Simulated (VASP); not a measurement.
# As (I4_1/amd) in VASP: notebook

As is run at these levels: PBE; tasks: single point.

Everything below comes from runs of VASP 6.6.1. Logs are shortened: lines on timing, memory, paths and dates and some standing lists are left out, and cuts for length are marked.

## 1. The cell of the first run

It takes space group I4_1/amd (No. 141, tetragonal). Conventional cell: a = 5.169 Å, b = 5.169 Å, c = 2.735 Å, α = 90.00°, β = 90.00°, γ = 90.00°. Within 3.5 Å of As (site symmetry -4m2) lie 10 As at 2.67 to 3.30 Å.

## 2. Single point, PBE

Contents of INCAR:

```
PREC = Accurate ; ENCUT = 520
EDIFF = 1E-6 ; ISMEAR = -1
SIGMA = 0.1 ; LREAL = False
LASPH = True ; NELM = 100
ALGO = Normal ; ISIF = 2
LWAVE = False ; LCHARG = False
GGA = PE ; NBANDS = 12
```

Contents of KPOINTS:

```
Automatic mesh
0
Gamma
  17 17 17
```

Contents of POSCAR:

```
As
1.0
   -2.5842778252      2.5842778252      1.3674947315
    2.5842778252     -2.5842778252      1.3674947315
    2.5842778252      2.5842778252     -1.3674947315
As
2
Direct
   -0.3750000000     -0.1250000000     -0.2500000000
    0.3750000000      0.1250000000      0.2500000000
```

Potentials or basis: VASP PAW PBE potentials, release 64 (As).

Started as:

```console
> cat potpaw_PBE.64/As/POTCAR > POTCAR
> mpirun -np 1 vasp_std > vasp.out
```

OUTCAR:

```text
PREC = Accurate
   ENCUT = 520
   EDIFF = 1E-6
   ISMEAR = -1
   LREAL = False
   LASPH = True
   NELM = 100
   ISIF = 2
   GGA = PE

 ion  position               nearest neighbor table
   1  0.625  0.875  0.750-   2 2.67   2 2.67   2 2.67   2 2.67
   2  0.375  0.125  0.250-   1 2.67   1 2.67   1 2.67   1 2.67

  LATTYP: Found a body centered tetragonal cell.
 ALAT       =     5.1685556504
 C/A-ratio  =     0.5291593335

  Lattice vectors:

 A1 = (  -2.5842778252,   2.5842778252,   1.3674947315)
 A2 = (   2.5842778252,  -2.5842778252,   1.3674947315)
 A3 = (   2.5842778252,   2.5842778252,  -1.3674947315)

Analysis of symmetry for initial positions (statically):
=====================================================================
 Subroutine PRICEL returns:
 Original cell was already a primitive cell.

 Routine SETGRP: Setting up the symmetry group for a
 body centered tetragonal supercell.

 Subroutine GETGRP returns: Found 16 space group operations
 (whereof  4 operations were pure point group operations)
 out of a pool of 16 trial point group operations.

The static configuration has the point symmetry C_2h.
 The point group associated with its full space group is D_4h.

Analysis of symmetry for dynamics (positions and initial velocities):
=====================================================================
 Subroutine PRICEL returns:
 Original cell was already a primitive cell.

 Routine SETGRP: Setting up the symmetry group for a
 body centered tetragonal supercell.

 Subroutine GETGRP returns: Found 16 space group operations
 (whereof  4 operations were pure point group operations)
 out of a pool of 16 trial point group operations.

The dynamic configuration has the point symmetry C_2h.
 The point group associated with its full space group is D_4h.

 Subroutine INISYM returns: Found 16 space group operations
 (whereof  4 operations are pure point group operations),
 and found     1 'primitive' translations

----------------------------------------------------------------------------------------

                                     Primitive cell

  volume of cell :      36.5312

  direct lattice vectors                    reciprocal lattice vectors
    -2.584277825  2.584277825  1.367494731     0.000000000  0.193477650  0.365632122
     2.584277825 -2.584277825  1.367494731     0.193477650  0.000000000  0.365632122
     2.584277825  2.584277825 -1.367494731     0.193477650  0.193477650  0.000000000

  length of vectors
     3.902182158  3.902182158  3.902182158     0.413667075  0.413667075  0.273618716

  position of ions in fractional coordinates (direct lattice)
     0.625000000  0.875000000  0.750000000
     0.375000000  0.125000000  0.250000000

  ion indices of the primitive-cell ions
   primitive index   ion index
                 1           1
                 2           2

----------------------------------------------------------------------------------------

 KPOINTS: Automatic mesh

Automatic generation of k-mesh.
 Grid dimensions read from file:
 generate k-points for:   17   17   17

 Generating k-lattice:

  Cartesian coordinates                     Fractional coordinates (reciprocal lattice)
     0.000000000  0.011381038  0.021507772     0.058823529  0.000000000 -0.000000000
     0.011381038  0.000000000  0.021507772     0.000000000  0.058823529 -0.000000000
     0.011381038  0.011381038  0.000000000     0.000000000  0.000000000  0.058823529

  Length of vectors
     0.024333357  0.024333357  0.016095219

  Shift w.r.t. Gamma in fractional coordinates (k-lattice)
     0.000000000  0.000000000  0.000000000

 Subroutine IBZKPT returns following result:
 ===========================================

 Found    405 irreducible k-points:

 Following reciprocal coordinates:
            Coordinates               Weight
  0.000000  0.000000  0.000000      1.000000
  0.058824 -0.000000  0.000000      8.000000
  0.117647  0.000000 -0.000000      8.000000
  0.176471 -0.000000  0.000000      8.000000
  0.235294  0.000000 -0.000000      8.000000
  0.294118 -0.000000  0.000000      8.000000
[... 16 lines left out ...]
 -0.176471  0.058824 -0.000000     16.000000
 -0.117647  0.058824  0.000000     16.000000
 [... further k-points ...]
   k-points           NKPTS =    405   k-points in BZ     NKDIM =    405   number of bands    NBANDS=     12
   number of dos      NEDOS =    301   number of ions     NIONS =      2
   total plane-waves  NPLWV =  27000
   dimension x,y,z NGX =    30 NGY =   30 NGZ =   30
   dimension x,y,z NGXF=    60 NGYF=   60 NGZF=   60
   ions per type =               2
   NGX,Y,Z   is equivalent  to a cutoff of  12.78, 12.78, 12.78 a.u.
   NGXF,Y,Z  is equivalent  to a cutoff of  25.56, 25.56, 25.56 a.u.
 SYSTEM =  unknown system
   PREC   = accura    normal or accurate (medium, high low for compatibility)
   ISTART =      0    job   : 0-new  1-cont  2-samecut
   ICHARG =      2    charge: 1-file 2-atom 10-const
   ISPIN  =      1    spin polarized calculation?
   LNONCOLLINEAR =      F non collinear calculations
   LSORBIT =      F    spin-orbit coupling
   LASPH  =      T    aspherical Exc in radial PAW
   ENCUT  =  520.0 eV  38.22 Ry    6.18 a.u.   7.26  7.26  7.26*2*pi/ulx,y,z
   NELM   =    100;   NELMIN=  2; NELMDL= -5     # of ELM steps
   EDIFF  = 0.1E-05   stopping-criterion for ELM
   LREAL  =      F    real-space projection
   EDIFFG = 0.1E-04   stopping-criterion for IOM
   NSW    =      0    number of steps for IOM
   IBRION =     -1    ionic relax: 0-MD 1-quasi-New 2-CG
   NFREE  =      0    steps in history (QN), initial steepest desc. (CG)
   ISIF   =      2    stress and relaxation
   ISYM   =      2    0-nonsym 1-usesym 2-fastsym
   POTIM  = 0.5000    time-step for ionic-motion
   TEBEG  =    0.0;   TEEND  =   0.0 temperature during run
   PSTRESS=    0.0 pullay stress
   NELECT =      10.0000    total number of electrons
   NUPDOWN=      -1.0000    fix difference up-down
   EMIN   =  10.00;   EMAX   =-10.00  energy-range for DOS
   EFERMI =   0.00;   METHOD = LEGACY
   ISMEAR =    -1;   SIGMA  =   0.10  broadening in eV -4-tet -1-fermi 0-gaus
   EFERMI_NEDOS =   21; number of points for ismear=-14 and -15
   IALGO  =     38    algorithm
   IMIX   =      4    mixing-type and parameters
     AMIX     =   0.40;   BMIX     =  1.00
     AMIX_MAG =   1.60;   BMIX_MAG =  1.00
  volume/ion in A,a.u.               =      18.27       123.26
  Fermi-wavevector in a.u.,A,eV,Ry     =   1.062968  2.008718 15.373233  1.129901
  Thomas-Fermi vector in A             =   2.198437
   LORBIT       =      0    0 simple, 1 ext, 2 COOP (PROOUT), +10 PAW based schemes
   GGA     = PE    functional components
   LHFCALC =     F    Hartree Fock is set to
   AEXX    =    0.0000 exact exchange contribution
   IVDW    =     0    specifies the selected vdW correction
   LEPSILON=     F    determine dielectric tensor
   LRPA    =     F    only Hartree local field effects (RPA)
 non-spin polarized calculation
  energy-cutoff  :      520.00
  volume of cell :       36.53
 maximum number of plane-waves:      1015
 NGX is ok and might be reduce to    30
   NGX = 15   NGY = 15   NGZ = 15

 number of electron      10.0000000 magnetization

 Free energy of the ion-electron system (eV)
  ---------------------------------------------------
  ext. energy  EPLUGINS =         0.00000000
  ---------------------------------------------------
  free energy    TOTEN  =        -8.77416406 eV

  energy without entropy =       -8.74538169  energy(sigma->0) =       -8.75977288

 E-fermi :   7.0661     XC(G=0): -10.8523

 val. band max:        7.0590304650   @ k =   0.4118   0.2353   0.1765
 cond. band min:       7.0672974641   @ k =   0.2353   0.1176   0.1176
 fundamental gap:      0.0082669991
 Fermi energy:         7.0661414177

 k-point     1 :       0.0000    0.0000    0.0000
  band No.  band energies     occupation
      1      -8.7060      2.00000
      2      -1.0524      2.00000
      3       2.5860      2.00000
      4       2.5860      2.00000
      5       9.2752      0.00000
      6      11.6435      0.00000
      7      11.6435      0.00000
      8      12.6347      0.00000
      9      12.8253      0.00000
     10      16.4701      0.00000
     11      17.5590      0.00000
     12      18.8738      0.00000

 k-point     2 :       0.0588   -0.0000    0.0000
  band No.  band energies     occupation
      1      -8.6224      2.00000
      2      -1.0886      2.00000
      3       2.5960      2.00000
      4       2.7757      2.00000
      5       9.4250      0.00000
      6      11.2896      0.00000
      7      11.6554      0.00000
      8      12.0985      0.00000
      9      12.1217      0.00000
     10      16.5694      0.00000
     11      17.8517      0.00000
     12      19.2899      0.00000

 k-point     3 :       0.1176    0.0000   -0.0000
  band No.  band energies     occupation
      1      -8.3721      2.00000
      2      -1.1630      2.00000
      3       2.6328      2.00000
      4       3.3036      2.00000
      5       9.8595      0.00000
      6      10.0959      0.00000
      7      10.6364      0.00000
      8      11.2116      0.00000
      9      11.6584      0.00000
     10      16.6288      0.00000
     11      17.6472      0.00000
     12      17.7023      0.00000
[... 286 lines left out ...]
 k-point    23 :      -0.1765    0.0588   -0.0000
  band No.  band energies     occupation
      1      -8.2648      2.00000
      2      -1.5887      2.00000
      3       2.5458      2.00000
      4       3.7810      2.00000
      5       9.5165      0.00000
      6      10.3202      0.00000
      7      10.5484      0.00000
      8      10.9195      0.00000
      9      11.6244      0.00000
     10      16.8250      0.00000
     11      17.5522      0.00000
     12      18.3328      0.00000

 k-point    24 :      -0.1176    0.0588    0.0000
  band No.  band energies     occupation
      1      -8.5506      2.00000
      2      -1.4294      2.00000
      3       2.5762      2.00000
      4       3.0985      2.00000
      5       9.7533      0.00000
      6      10.6051      0.00000
      7      11.4229      0.00000
      8      12.0617      0.00000
      9      12.2506      0.00000
     10      16.9282      0.00000
     11      17.9858      0.00000
     12      19.2348      0.00000

 [... further k-points ...]

------------------------ aborting loop because EDIFF is reached ----------------------------------------

  FORCE on cell =-STRESS in cart. coord.  units (eV):
  Direction    XX          YY          ZZ          XY          YZ          ZX
  --------------------------------------------------------------------------------------
  -------------------------------------------------------------------------------------
  Total        2.4140015      2.4140015      2.4075611      0.0000000     -0.0000000      0.0000000
  in kB      105.8727193    105.8727193    105.5902545      0.0000000     -0.0000000      0.0000000
  external PRESSURE =     105.7785644 kB  Pullay stress =       0.0000000 kB

 VOLUME and BASIS-vectors are now :
 -----------------------------------------------------------------------------
  energy-cutoff  :      520.00
  volume of cell :       36.53
      direct lattice vectors                 reciprocal lattice vectors
    -2.584277825  2.584277825  1.367494731     0.000000000  0.193477650  0.365632122
     2.584277825 -2.584277825  1.367494731     0.193477650  0.000000000  0.365632122
     2.584277825  2.584277825 -1.367494731     0.193477650  0.193477650  0.000000000

 POSITION                                       TOTAL-FORCE (eV/Angst)
 -----------------------------------------------------------------------------------
      2.58428      1.29214      1.02562        -0.000000      0.000000      0.000000
      0.00000      1.29214      0.34187         0.000000     -0.000000     -0.000000
 -----------------------------------------------------------------------------------
    total drift:                                0.000000     -0.000000      0.000000

  FREE ENERGIE OF THE ION-ELECTRON SYSTEM (eV)
  ---------------------------------------------------
  free  energy   TOTEN  =        -8.7741640573 eV

  energy  without entropy=       -8.7453816936  energy(sigma->0) =       -8.75977288
```

Run time: 3.6 min. Hardware: 1 thread of AMD EPYC 7R13, shared host; peak memory 0.26 GiB.

Results:

```
Free energy            : -8.7742 eV
Pressure               : 10.6 GPa
Band gap on the k mesh : zero (bands 5 and 6 overlap by 7.05 eV)
```

Caveat: the cell stands under pressure.

## 3. Single point, PBE

This run uses another cell than the first one, of 20.30 Å³/atom.

Contents of INCAR:

```
PREC = Accurate
ENCUT = 520
EDIFF = 1E-6
ISMEAR = -1
SIGMA = 0.1
LREAL = False
LASPH = True
NELM = 80
ALGO = Normal
ISIF = 2
LWAVE = False
LCHARG = False
GGA = PE
NBANDS = 12
```

KPOINTS is that of step 2.

Contents of POSCAR:

```
As
1.0
   -2.6720497018      2.6720497018      1.4212565868
    2.6720497018     -2.6720497018      1.4212565868
    2.6720497018      2.6720497018     -1.4212565868
As
2
Direct
   -0.3750000000     -0.1250000000     -0.2500000000
    0.3750000000      0.1250000000      0.2500000000
```

Potentials or basis: VASP PAW PBE potentials, release 64 (As).

Started as:

```console
> cat potpaw_PBE.64/As/POTCAR > POTCAR
> mpirun -np 1 vasp_std > vasp.out
```

OUTCAR:

```text
PREC = Accurate
   ENCUT = 520
   EDIFF = 1E-6
   ISMEAR = -1
   LREAL = False
   LASPH = True
   NELM = 80
   ISIF = 2
   GGA = PE

 ion  position               nearest neighbor table
   1  0.625  0.875  0.750-   2 2.76   2 2.76   2 2.76   2 2.76
   2  0.375  0.125  0.250-   1 2.76   1 2.76   1 2.76   1 2.76

  LATTYP: Found a body centered tetragonal cell.
 ALAT       =     5.3440994036
 C/A-ratio  =     0.5318975114

  Lattice vectors:

 A1 = (  -2.6720497018,   2.6720497018,   1.4212565868)
 A2 = (   2.6720497018,  -2.6720497018,   1.4212565868)
 A3 = (   2.6720497018,   2.6720497018,  -1.4212565868)

Analysis of symmetry for initial positions (statically):
=====================================================================
 Subroutine PRICEL returns:
 Original cell was already a primitive cell.

 Routine SETGRP: Setting up the symmetry group for a
 body centered tetragonal supercell.

 Subroutine GETGRP returns: Found 16 space group operations
 (whereof  4 operations were pure point group operations)
 out of a pool of 16 trial point group operations.

[... 175 lines left out ...]
      3       1.8676      2.00000
      4       1.8676      2.00000
      5       8.5170      0.00000
      6       9.9579      0.00000
      7       9.9579      0.00000
      8      10.6757      0.00000
      9      10.8124      0.00000
     10      15.0750      0.00000
     11      16.0318      0.00000
     12      16.9509      0.00000
[... 331 lines left out ...]
 k-point    24 :      -0.1176    0.0588    0.0000
  band No.  band energies     occupation
      1      -8.8181      2.00000
      2      -2.6592      2.00000
      3       1.8563      2.00000
      4       2.2703      2.00000
      5       8.9399      0.00000
      6       9.0426      0.00000
      7       9.7486      0.00000
      8      10.1901      0.00000
      9      10.3775      0.00000
     10      15.4650      0.00000
     11      16.3581      0.00000
     12      17.3587      0.00000

 [... further k-points ...]

------------------------ aborting loop because EDIFF is reached ----------------------------------------

  FORCE on cell =-STRESS in cart. coord.  units (eV):
  Direction    XX          YY          ZZ          XY          YZ          ZX
  --------------------------------------------------------------------------------------
  -------------------------------------------------------------------------------------
  Total        0.0352459      0.0352459      0.0242735      0.0000000      0.0000000     -0.0000000
  in kB        1.3912249      1.3912249      0.9581235      0.0000000      0.0000000     -0.0000000
  external PRESSURE =       1.2468578 kB  Pullay stress =       0.0000000 kB

 VOLUME and BASIS-vectors are now :
 -----------------------------------------------------------------------------
  energy-cutoff  :      520.00
  volume of cell :       40.59
      direct lattice vectors                 reciprocal lattice vectors
    -2.672049702  2.672049702  1.421256587     0.000000000  0.187122268  0.351801360
     2.672049702 -2.672049702  1.421256587     0.187122268  0.000000000  0.351801360
     2.672049702  2.672049702 -1.421256587     0.187122268  0.187122268  0.000000000

 POSITION                                       TOTAL-FORCE (eV/Angst)
 -----------------------------------------------------------------------------------
      2.67205      1.33602      1.06594        -0.000000     -0.000000     -0.000000
     -0.00000      1.33602      0.35531         0.000000      0.000000      0.000000
 -----------------------------------------------------------------------------------
    total drift:                                0.000000     -0.000000      0.000000

  FREE ENERGIE OF THE ION-ELECTRON SYSTEM (eV)
  ---------------------------------------------------
  free  energy   TOTEN  =        -8.8979600323 eV

  energy  without entropy=       -8.8667116994  energy(sigma->0) =       -8.88233587
```

stdout:

```text
POSCAR found type information on POSCAR As
 POSCAR found :  1 types and       2 ions
 scaLAPACK will be used
 LDA part: xc-table for (Slater+PW92), standard interpolation
 POSCAR, INCAR and KPOINTS ok, starting setup
 FFT: planning ... GRIDC
 FFT: planning ... GRID_SOFT
 FFT: planning ... GRID
 WAVECAR not read
 entering main loop
```

Wall time 3.7 min (1 thread of AMD EPYC 7R13, shared host); peak memory 0.27 GiB.

Results:

* Free energy: -8.8980 eV
* Pressure: 0.1 GPa
* Band gap on the k mesh: zero (bands 5 and 6 overlap by 6.38 eV)

Levels at points of the mesh, in eV from the Fermi level:
| k point | band 1 | band 2 | band 3 | band 4 | band 5 | band 6 | band 7 | band 8 | band 9 | band 10 |
| --- | --- | --- | --- | --- | --- | --- | --- | --- | --- | --- |
| (0.00, 0.00, 0.00) | -14.75 | -8.18 | -3.92 | -3.92 | 2.73 | 4.17 | 4.17 | 4.89 | 5.02 | 9.29 |
